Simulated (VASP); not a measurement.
A run of VASP 6.6.1 is set up as follows.

Contents of INCAR:

```
SYSTEM = NaCl
PREC = Accurate
ENCUT = 520
EDIFF = 1E-6
ISMEAR = 0
SIGMA = 0.05
LREAL = .False.
LASPH = .True.
NELM = 100
ALGO = Normal
ISIF = 2
LWAVE = .False.
LCHARG = .False.
GGA = PS
NBANDS = 14
```

The input KPOINTS:

```
Automatic mesh
0
Gamma
  6 6 6
  0 0 0
```

POSCAR

```
NaCl
1.0
    3.7823652000      0.0000000000      0.0000000000
    0.0000000000      3.7823652000      0.0000000000
    0.0000000000      0.0000000000      3.7823652000
Na Cl
1 1
Direct
    0.0000000000      0.0000000000      0.0000000000
    0.5000000000      0.5000000000      0.5000000000
```

Potentials or basis: VASP PAW PBE potentials, release 64 (Na_pv, Cl).

Command:

```bash
$ cat potpaw_PBE.64/Na_pv/POTCAR potpaw_PBE.64/Cl/POTCAR > POTCAR
$ mpirun -np 1 vasp_std > vasp.out
```

(1) What does it give for the band gap on the k mesh?

(2) Estimate the pressure.

## Answers

(1) 3.24 eV (least direct gap 3.58 eV).

(2) -4.2 GPa.

Caveat: the cell differs from its parent crystal (strain +0.080 along x and y, +0.080 along z); the cell stands under tension; the PAW data sets were made with another functional, which shifts forces and pressure a little.
